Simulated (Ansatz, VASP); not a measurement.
**One calculation of SnO, two programs**

The input INCAR:

```
ALGO     = Normal         # electronic algorithm
DIPOL    = 0.5 0.5 0.408
EDIFF    = 1E-6           # SCF threshold, eV
ENCUT    = 520            # plane-wave cutoff, eV
GGA      = PE             # functional
IDIPOL   = 3            
ISIF     = 2              # what is computed and relaxed
ISMEAR   = 0              # smearing method
IVDW     = 12             # dispersion correction
LASPH    = T              # aspherical terms in the spheres
LCHARG   = F              # write CHGCAR
LDIPOL   = T            
LREAL    = F              # projectors in reciprocal space
LWAVE    = F              # write WAVECAR
NBANDS   = 50             # bands
NELM     = 100            # most SCF steps
PREC     = Accurate       # precision mode
SIGMA    = 0.05           # smearing width, eV
```

The input KPOINTS:

```
k-points
0
Gamma
  7 7 1
```

Contents of POSCAR:

```
SnO
1.0
    3.8201636883      0.0000000000      0.0000000000
    0.0000000000      3.8201636883      0.0000000000
    0.0000000000      0.0000000000     22.2260802162
Sn O
4 4
Direct
    0.7500000000      0.2500000000      0.2024648501
    0.2500000000      0.7500000000      0.3087831971
    0.2500000000      1.2500000000      0.5067488283
    0.7500000000      0.7500000000      0.6130671753
    0.2500000000      0.2500000000      0.2556240236
    0.7500000000      0.7500000000      0.2556240236
    0.7500000000      1.2500000000      0.5599080018
    0.2500000000      0.7500000000      0.5599080018
```

Input for Ansatz:

```yaml
crystal:
  lattice:
    - [3.8201636883, 0.0, 0.0]
    - [0.0, 3.8201636883, 0.0]
    - [0.0, 0.0, 22.2260802162]
  atoms:
    - { symbol: Sn, position: [0.75, 0.25, 0.2024648501] }
    - { symbol: O, position: [0.25, 0.25, 0.2556240236] }
    - { symbol: O, position: [0.75, 0.75, 0.2556240236] }
    - { symbol: Sn, position: [0.25, 0.75, 0.3087831971] }
    - { symbol: Sn, position: [0.25, 1.25, 0.5067488283] }
    - { symbol: O, position: [0.75, 1.25, 0.5599080018] }
    - { symbol: O, position: [0.25, 0.75, 0.5599080018] }
    - { symbol: Sn, position: [0.75, 0.75, 0.6130671753] }
basis:
  ecutwfc: 420
kpoints:
  mp_grid: { grid: [7, 7, 1] }
hamiltonian:
  xc: pbe
  pseudopotentials: { kind: paw, azcp: { folder: soft_1 } }
  dispersion: d3bj
scf:
  occupations: { method: gaussian, width: 0.05 }
output:
  forces: true
  eigenvalues: true
efield:
  axis: 3
  dipole_correction: true
  ramp_width: 0.04
```

Alike in both runs: task single point; functional PBE; dispersion D3(BJ); k mesh 7 × 7 × 1; occupations gaussian, width 0.05 eV; no spin polarisation.

|  | VASP | Ansatz |
| --- | --- | --- |
| version | VASP 6.6.1 | Ansatz 0.2.0 |
| potentials or method | VASP PAW PBE potentials, release 64 (Sn_d, O), cutoff 520 eV | scalar-relativistic, plane waves, PAW |
| valence electrons in the cell | 80 | 80 |

|  | VASP | Ansatz | Ansatz less VASP |
| --- | --- | --- | --- |
| gap on the k mesh at the Fermi level (eV) | 2.59 | 2.61 | +0.028 |
| least direct gap on the mesh (eV) | 2.61 | 2.65 | +0.043 |
| rms of the force components (eV/Å) | 0.049 | 0.016 | -0.0338 |
